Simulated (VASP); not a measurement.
# B3P (P-6m2) in VASP: notebook

The runs below take B3P through single point, relaxation of cell and atoms, with PBE.

All numbers are computed with VASP 6.6.1; they aren't measurements. Logs are shortened: lines on timing, memory, paths and dates and some standing lists are left out, and cuts for length are marked.

### Step 1. The cell of the first run

The structure is hexagonal, space group P-6m2 (No. 187). Conventional cell: a = 2.886 Å, b = 2.886 Å, c = 4.770 Å, α = 90.00°, β = 90.00°, γ = 120.00°. B (site symmetry 3m) has 4 B at 1.60 to 1.85 Å within 2.1 Å. B (site symmetry -6m2) has 6 B at 1.85 Å and 2 P at 2.39 Å within 2.5 Å. P (site symmetry -6m2) has 8 B at 2.30 to 2.39 Å and 6 P at 2.89 Å within 3.0 Å.

The cell was built from a structure type or drawn by symmetry, and may not be a known phase.

### Step 2. Single point, PBE

Contents of INCAR:

```
ALGO = Normal
EDIFF = 1E-6
ENCUT = 500
GGA = PE
GGA_COMPAT = F
ISIF = 2
ISMEAR = 0
LASPH = T
LCHARG = T
LELF = T
LREAL = F
LVHAR = T
LWAVE = F
NBANDS = 15
NELM = 120
PREC = Accurate
SIGMA = 0.1
```

Contents of KPOINTS:

```
k-points
0
Gamma
  6 6 4
```

Contents of POSCAR:

```
B3P
1.0
    2.8860029227      0.0000000000      0.0000000000
   -1.4430014613      2.4993518465      0.0000000000
    0.0000000000      0.0000000000      4.7701981794
B P
3 1
Direct
    0.6666666667      0.3333333333      0.1677834746
    0.6666666667      0.3333333333      0.8322165254
    0.0000000000      0.0000000000      0.0000000000
    0.0000000000      0.0000000000      0.5000000000
```

Potentials or basis: VASP PAW PBE potentials, release 64 (B, P).

Launch:

```sh
cat potpaw_PBE.64/B/POTCAR potpaw_PBE.64/P/POTCAR > POTCAR
mpirun -np 1 vasp_std > vasp.out
```

OUTCAR:

```text
EDIFF = 1E-6
   ENCUT = 500
   GGA = PE
   ISIF = 2
   ISMEAR = 0
   LASPH = T
   LREAL = F
   NELM = 120
   PREC = Accurate

 ion  position               nearest neighbor table
   1  0.667  0.333  0.168-   2 1.60   3 1.85   3 1.85   3 1.85   4 2.30   4 2.30   4 2.30
   2  0.667  0.333  0.832-   1 1.60   3 1.85   3 1.85   3 1.85   4 2.30   4 2.30   4 2.30
   3  0.000  0.000  0.000-   1 1.85   2 1.85   1 1.85   2 1.85   1 1.85   2 1.85   4 2.39   4 2.39

   4  0.000  0.000  0.500-   1 2.30   2 2.30   1 2.30   2 2.30   1 2.30   2 2.30   3 2.39   3 2.39

  LATTYP: Found a hexagonal cell.
 ALAT       =     2.8860029227
 C/A-ratio  =     1.6528736481

  Lattice vectors:

 A1 = (   2.8860029227,   0.0000000000,   0.0000000000)
 A2 = (  -1.4430014613,   2.4993518465,   0.0000000000)
 A3 = (   0.0000000000,   0.0000000000,   4.7701981794)

Analysis of symmetry for initial positions (statically):
=====================================================================
 Subroutine PRICEL returns:
 Original cell was already a primitive cell.

 Routine SETGRP: Setting up the symmetry group for a
 hexagonal supercell.

 Subroutine GETGRP returns: Found 12 space group operations
 (whereof 12 operations were pure point group operations)
 out of a pool of 24 trial point group operations.

The static configuration has the point symmetry D_3h.

Analysis of symmetry for dynamics (positions and initial velocities):
=====================================================================
 Subroutine PRICEL returns:
 Original cell was already a primitive cell.

 Routine SETGRP: Setting up the symmetry group for a
 hexagonal supercell.

 Subroutine GETGRP returns: Found 12 space group operations
 (whereof 12 operations were pure point group operations)
 out of a pool of 24 trial point group operations.

The dynamic configuration has the point symmetry D_3h.

 Subroutine INISYM returns: Found 12 space group operations
 (whereof 12 operations are pure point group operations),
 and found     1 'primitive' translations

----------------------------------------------------------------------------------------

                                     Primitive cell

  volume of cell :      34.4081

  direct lattice vectors                    reciprocal lattice vectors
     2.886002923  0.000000000  0.000000000     0.346499996  0.200051866  0.000000000
    -1.443001461  2.499351847  0.000000000     0.000000000  0.400103731  0.000000000
     0.000000000  0.000000000  4.770198179     0.000000000  0.000000000  0.209634896

  length of vectors
     2.886002923  2.886002923  4.770198179     0.400103731  0.400103731  0.209634896

  position of ions in fractional coordinates (direct lattice)
     0.666666667  0.333333333  0.167783475
     0.666666667  0.333333333  0.832216525
     0.000000000  0.000000000  0.000000000
     0.000000000  0.000000000  0.500000000

  ion indices of the primitive-cell ions
   primitive index   ion index
                 1           1
                 2           2
                 3           3
                 4           4

----------------------------------------------------------------------------------------

 KPOINTS: k-points

Automatic generation of k-mesh.
 Grid dimensions read from file:
 generate k-points for:    6    6    4

 Generating k-lattice:

  Cartesian coordinates                     Fractional coordinates (reciprocal lattice)
     0.057749999  0.033341978  0.000000000     0.166666667  0.000000000  0.000000000
     0.000000000  0.066683955  0.000000000     0.000000000  0.166666667  0.000000000
     0.000000000  0.000000000  0.052408724     0.000000000  0.000000000  0.250000000

  Length of vectors
     0.066683955  0.066683955  0.052408724

  Shift w.r.t. Gamma in fractional coordinates (k-lattice)
     0.000000000  0.000000000  0.000000000

 Subroutine IBZKPT returns following result:
 ===========================================

 Found     21 irreducible k-points:

 Following reciprocal coordinates:
            Coordinates               Weight
  0.000000  0.000000  0.000000      1.000000
  0.166667  0.000000  0.000000      6.000000
  0.333333  0.000000  0.000000      6.000000
  0.500000  0.000000  0.000000      3.000000
  0.166667  0.166667  0.000000      6.000000
  0.333333  0.166667  0.000000     12.000000
[... 13 lines left out ...]
  0.333333  0.166667  0.500000     12.000000
  0.333333  0.333333  0.500000      2.000000
   k-points           NKPTS =     21   k-points in BZ     NKDIM =     21   number of bands    NBANDS=     15
   number of dos      NEDOS =    301   number of ions     NIONS =      4
   total plane-waves  NPLWV =  20736
   dimension x,y,z NGX =    24 NGY =   24 NGZ =   36
   dimension x,y,z NGXF=    48 NGYF=   48 NGZF=   72
   ions per type =               3   1
   NGX,Y,Z   is equivalent  to a cutoff of  13.83, 13.83, 12.55 a.u.
   NGXF,Y,Z  is equivalent  to a cutoff of  27.65, 27.65, 25.09 a.u.
 SYSTEM =  unknown system
   PREC   = accura    normal or accurate (medium, high low for compatibility)
   ISTART =      0    job   : 0-new  1-cont  2-samecut
   ICHARG =      2    charge: 1-file 2-atom 10-const
   ISPIN  =      1    spin polarized calculation?
   LNONCOLLINEAR =      F non collinear calculations
   LSORBIT =      F    spin-orbit coupling
   LASPH  =      T    aspherical Exc in radial PAW
   ENCUT  =  500.0 eV  36.75 Ry    6.06 a.u.   5.26  5.26  8.70*2*pi/ulx,y,z
   NELM   =    120;   NELMIN=  2; NELMDL= -5     # of ELM steps
   EDIFF  = 0.1E-05   stopping-criterion for ELM
   LREAL  =      F    real-space projection
   EDIFFG = 0.1E-04   stopping-criterion for IOM
   NSW    =      0    number of steps for IOM
   IBRION =     -1    ionic relax: 0-MD 1-quasi-New 2-CG
   NFREE  =      0    steps in history (QN), initial steepest desc. (CG)
   ISIF   =      2    stress and relaxation
   ISYM   =      2    0-nonsym 1-usesym 2-fastsym
   POTIM  = 0.5000    time-step for ionic-motion
   TEBEG  =    0.0;   TEEND  =   0.0 temperature during run
   PSTRESS=    0.0 pullay stress
   NELECT =      14.0000    total number of electrons
   NUPDOWN=      -1.0000    fix difference up-down
   EMIN   =  10.00;   EMAX   =-10.00  energy-range for DOS
   EFERMI =   0.00;   METHOD = LEGACY
   ISMEAR =     0;   SIGMA  =   0.10  broadening in eV -4-tet -1-fermi 0-gaus
   EFERMI_NEDOS =   21; number of points for ismear=-14 and -15
   IALGO  =     38    algorithm
   IMIX   =      4    mixing-type and parameters
     AMIX     =   0.40;   BMIX     =  1.00
     AMIX_MAG =   1.60;   BMIX_MAG =  1.00
  volume/ion in A,a.u.               =       8.60        58.05
  Fermi-wavevector in a.u.,A,eV,Ry     =   1.213102  2.292430 20.022557  1.471616
  Thomas-Fermi vector in A             =   2.348565
   LORBIT       =      0    0 simple, 1 ext, 2 COOP (PROOUT), +10 PAW based schemes
   GGA     = PE    functional components
   LHFCALC =     F    Hartree Fock is set to
   AEXX    =    0.0000 exact exchange contribution
   IVDW    =     0    specifies the selected vdW correction
   LEPSILON=     F    determine dielectric tensor
   LRPA    =     F    only Hartree local field effects (RPA)
 non-spin polarized calculation
 Gauss-broadening in eV      SIGMA  =   0.10
  energy-cutoff  :      500.00
  volume of cell :       34.41
 maximum number of plane-waves:       885
 NGX is ok and might be reduce to    24
   NGX = 11   NGY = 11   NGZ = 17

 number of electron      14.0000000 magnetization

 Free energy of the ion-electron system (eV)
  ---------------------------------------------------
  ext. energy  EPLUGINS =         0.00000000
  ---------------------------------------------------
  free energy    TOTEN  =       -22.68065248 eV

  energy without entropy =      -22.67589811  energy(sigma->0) =      -22.67827529

 E-fermi :   8.2391     XC(G=0): -11.9094

 val. band max:        8.2280712451   @ k =   0.5000   0.0000   0.5000
 cond. band min:       8.5119626736   @ k =   0.0000   0.0000   0.2500
 fundamental gap:      0.2838914285
 Fermi energy:         8.2391414823

 k-point     1 :       0.0000    0.0000    0.0000
  band No.  band energies     occupation
      1      -8.0964      2.00000
      2      -3.3945      2.00000
      3      -1.7259      2.00000
      4       7.4761      2.00000
      5       7.4761      2.00000
      6      12.0790      0.00000
      7      12.9133      0.00000
      8      12.9133      0.00000
      9      13.0292      0.00000
     10      14.4867      0.00000
     11      14.4867      0.00000
     12      14.5210      0.00000
     13      14.5210      0.00000
     14      15.4884      0.00000
     15      17.6938      0.00000

 k-point     2 :       0.1667    0.0000    0.0000
  band No.  band energies     occupation
      1      -7.5442      2.00000
      2      -2.8882      2.00000
      3      -1.2073      2.00000
      4       4.9240      2.00000
      5       6.4313      2.00000
      6       9.6649      0.00000
      7      11.3842      0.00000
      8      12.2819      0.00000
      9      12.8472      0.00000
     10      13.7142      0.00000
     11      13.8018      0.00000
     12      13.9453      0.00000
     13      16.2830      0.00000
     14      17.7710      0.00000
     15      17.8033      0.00000
[... 311 lines left out ...]
      3      -0.1570      2.00000
      4       1.3787      2.00000
      5       3.2684      2.00000
      6       5.3301      2.00000
      7       6.9662      2.00000
      8       8.1849      1.55724
      9      11.3233      0.00000
     10      13.2584      0.00000
     11      15.5650      0.00000
     12      15.8291      0.00000
     13      16.3731      0.00000
     14      17.4615      0.00000
     15      20.4607      0.00000

 k-point    21 :       0.3333    0.3333    0.5000
  band No.  band energies     occupation
      1      -1.8065      2.00000
      2      -1.7055      2.00000
      3      -0.8402      2.00000
      4       0.9396      2.00000
      5       1.3383      2.00000
      6       2.8963      2.00000
      7       7.9648      1.99990
      8       8.8147      0.00000
      9      10.5336      0.00000
     10      13.4774      0.00000
     11      13.9945      0.00000
     12      15.7106      0.00000
     13      20.0038      0.00000
     14      20.2518      0.00000
     15      21.1673      0.00000

------------------------ aborting loop because EDIFF is reached ----------------------------------------

  FORCE on cell =-STRESS in cart. coord.  units (eV):
  Direction    XX          YY          ZZ          XY          YZ          ZX
  --------------------------------------------------------------------------------------
  -------------------------------------------------------------------------------------
  Total        0.0060438      0.0060438     -0.0764762      0.0000000     -0.0000000      0.0000000
  in kB        0.2814227      0.2814227     -3.5610349      0.0000000     -0.0000000      0.0000000
  external PRESSURE =      -0.9993965 kB  Pullay stress =       0.0000000 kB

 VOLUME and BASIS-vectors are now :
 -----------------------------------------------------------------------------
  energy-cutoff  :      500.00
  volume of cell :       34.41
      direct lattice vectors                 reciprocal lattice vectors
     2.886002923  0.000000000  0.000000000     0.346499996  0.200051866  0.000000000
    -1.443001461  2.499351847  0.000000000     0.000000000  0.400103731  0.000000000
     0.000000000  0.000000000  4.770198179     0.000000000  0.000000000  0.209634896

 POSITION                                       TOTAL-FORCE (eV/Angst)
 -----------------------------------------------------------------------------------
      1.44300      0.83312      0.80036         0.000000      0.000000      0.039211
      1.44300      0.83312      3.96984        -0.000000     -0.000000     -0.039211
      0.00000      0.00000      0.00000         0.000000      0.000000      0.000000
      0.00000      0.00000      2.38510         0.000000      0.000000      0.000000
 -----------------------------------------------------------------------------------
    total drift:                               -0.000000      0.000000      0.000000

  FREE ENERGIE OF THE ION-ELECTRON SYSTEM (eV)
  ---------------------------------------------------
  free  energy   TOTEN  =       -22.6806524807 eV

  energy  without entropy=      -22.6758981062  energy(sigma->0) =      -22.67827529
```

Run time: 9.7 s. Hardware: 1 thread of Intel Xeon 8259CL, shared host; peak memory 0.15 GiB.

What came out:

```
Free energy            : -22.6807 eV
Pressure               : -0.1 GPa
Largest force          : 0.039 eV/Å
Band gap on the k mesh : zero (bands 7 and 8 overlap by 7.02 eV)
```

Forces on the atoms (eV/Å):
```
B    0.000  0.000  0.039
B    0.000  0.000 -0.039
B    0.000  0.000  0.000
P    0.000  0.000  0.000
```

Stress tensor (GPa, compression positive):
```
 0.03  0.00  0.00
 0.00  0.03  0.00
 0.00  0.00 -0.36
```

Caveat: the k points lie up to 0.42 Å⁻¹ apart, too coarse for converged energies and pressures of a metal.

(Continued in part 2 of 2.)
